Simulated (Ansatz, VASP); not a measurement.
**Al2BN3: VASP beside Ansatz**

```
Al B N
1.0
     3.30681    0.00000    0.00000
     0.00000    3.30681    0.00000
     0.00000    0.00000    5.50067
Al B N
2 1 3
Direct
  0.50000 0.00000 0.26714
  0.00000 0.50000 0.73286
  0.50000 0.50000 0.00000
  0.00000 0.00000 0.00000
  0.50000 0.00000 0.67563
  0.00000 0.50000 0.32437
```

Change from the starting cell: species swapped into the Mn3CoAs2 type (P-4m2, No. 115).

Alike in both runs: task single point; functional PBE; k mesh 6 × 6 × 4; occupations gaussian, width 0.1 eV; collinear spin.

|  | VASP | Ansatz |
| --- | --- | --- |
| version | VASP 6.6.1 | Ansatz 0.2.0 |
| potentials or method | VASP PAW PBE potentials, release 64 (Al, B, N), cutoff 520 eV | scalar-relativistic, plane waves, PAW |
| valence electrons in the cell | 24 | 24 |

```tsv
	VASP	Ansatz	Ansatz less VASP
gap on the k mesh at the Fermi level (eV)	none	none	-
pressure (GPa)	-16.0	-15.8	+0.11
traceless stress, the component that is largest in VASP (GPa)	17.02	17.06	+0.038
rms of the force components (eV/Å)	1.121	1.120	-0.0009
net moment per atom (μB)	0.06	0.06	0.000
size of the moment on the site where the two differ most (μB)	0.09	0.11	+0.019
```

Site moments also hang on the region over which each program counts them. Atom by atom the forces differ by 0.003 eV/Å (rms over components). A gap of «none» marks a metal or a gap that the smearing closes.
